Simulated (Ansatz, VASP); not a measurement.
## One calculation of Mg, two programs

```
Mg
1.0
     3.24929    0.00000    0.00000
    -1.62464    2.81396    0.00000
     0.00000    0.00000   10.55422
Mg
4
Direct
  0.00000 0.00000 0.00000
  0.33333 0.66667 0.25000
  0.00000 0.00000 0.50000
  0.66667 0.33333 0.75000
```

Alike in both runs: task single point; functional PBE; k mesh 8 × 8 × 3; occupations gaussian, width 0.1 eV; no spin polarisation.

|  | VASP | Ansatz |
| --- | --- | --- |
| version | VASP 6.6.1 | Ansatz 0.2.0 |
| potentials or method | VASP PAW PBE potentials, release 64 (Mg), cutoff 520 eV | plane waves, PAW |
| valence electrons in the cell | 8 | 40 |

|  | VASP | Ansatz | Ansatz less VASP |
| --- | --- | --- | --- |
| pressure (GPa) | -1.6 | -1.5 | +0.12 |
| traceless stress, the component that is largest in VASP (GPa) | -0.25 | -0.25 | 0.000 |

The functional is the same, so the differences come from potentials, cutoffs and numerics. VASP's potentials hold 8 valence electrons a cell and Ansatz's 40, so a difference there can come from the potentials and not from the codes. Ansatz's warnings: structure snapped to symmetry.
